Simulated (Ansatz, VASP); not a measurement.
Two plane-wave programs on Si2Sn

File INCAR:

```
PREC     = Accurate       # precision mode
ENCUT    = 520            # plane-wave cutoff, eV
EDIFF    = 1E-7           # SCF threshold, eV
ISMEAR   = 0              # smearing method
SIGMA    = 0.2            # smearing width, eV
LREAL    = False          # projectors in reciprocal space
LASPH    = True           # aspherical terms in the spheres
NELM     = 100            # most SCF steps
ALGO     = Normal         # electronic algorithm
ISIF     = 2              # what is computed and relaxed
LWAVE    = False          # write WAVECAR
LCHARG   = True           # write CHGCAR
GGA      = PE             # functional
LELF     = True           # ELF
LVHAR    = True         
NBANDS   = 31             # bands
```

Contents of KPOINTS:

```
Automatic mesh
0
Gamma
  6 6 4
```

Contents of POSCAR:

```
Si2Sn
1.0
    0.0000000000      3.8876878647      0.0000000000
    0.0000000000      0.0000000000      4.7441117990
    7.7753757294      0.0000000000      0.0000000000
Si Sn
4 2
Direct
    0.5000000000      0.0000000000      0.2500000000
    0.5000000000      0.0000000000      0.7500000000
    0.5000000000      0.5000000000      0.2500000000
    0.5000000000      0.5000000000      0.7500000000
    0.0000000000      0.5000000000      0.5000000000
    0.0000000000      0.5000000000      1.0000000000
```

Input for Ansatz:

```yaml
crystal:
  lattice:
    - [0.0, 3.8876878647, 0.0]
    - [0.0, 0.0, 4.744111799]
    - [7.7753757294, 0.0, 0.0]
  atoms:
    - { symbol: Si, position: [0.5, 0.0, 0.25] }
    - { symbol: Si, position: [0.5, 0.0, 0.75] }
    - { symbol: Si, position: [0.5, 0.5, 0.25] }
    - { symbol: Si, position: [0.5, 0.5, 0.75] }
    - { symbol: Sn, position: [0.0, 0.5, 0.5] }
    - { symbol: Sn, position: [0.0, 0.5, 1.0] }
basis:
  ecutwfc: 420
kpoints:
  mp_grid: { grid: [6, 6, 4] }
hamiltonian:
  xc: pbe
scf:
  occupations: { method: gaussian, width: 0.2 }
  lower_state_search: "off"
output:
  forces: true
  stress: true
  eigenvalues: true
```

Alike in both runs: task single point; functional PBE; k mesh 6 × 6 × 4; occupations gaussian, width 0.2 eV; no spin polarisation.

|  | VASP | Ansatz |
| --- | --- | --- |
| version | VASP 6.6.1 | Ansatz 0.2.0 |
| potentials or method | VASP PAW PBE potentials, release 64 (Si, Sn_d), cutoff 520 eV | scalar-relativistic, plane waves, PAW |
| valence electrons in the cell | 44 | 44 |

Ansatz gave:

```
gap on the k mesh at the Fermi level (eV)                     : none
pressure (GPa)                                                : 0.0
traceless stress, the component that is largest in VASP (GPa) : -1.75
```

Task: What did VASP give for the same quantities?

Result: gap on the k mesh at the Fermi level (eV): none; pressure (GPa): -0.1; traceless stress, the component that is largest in VASP (GPa): -1.75.

A gap of «none» marks a metal or a gap that the smearing closes.
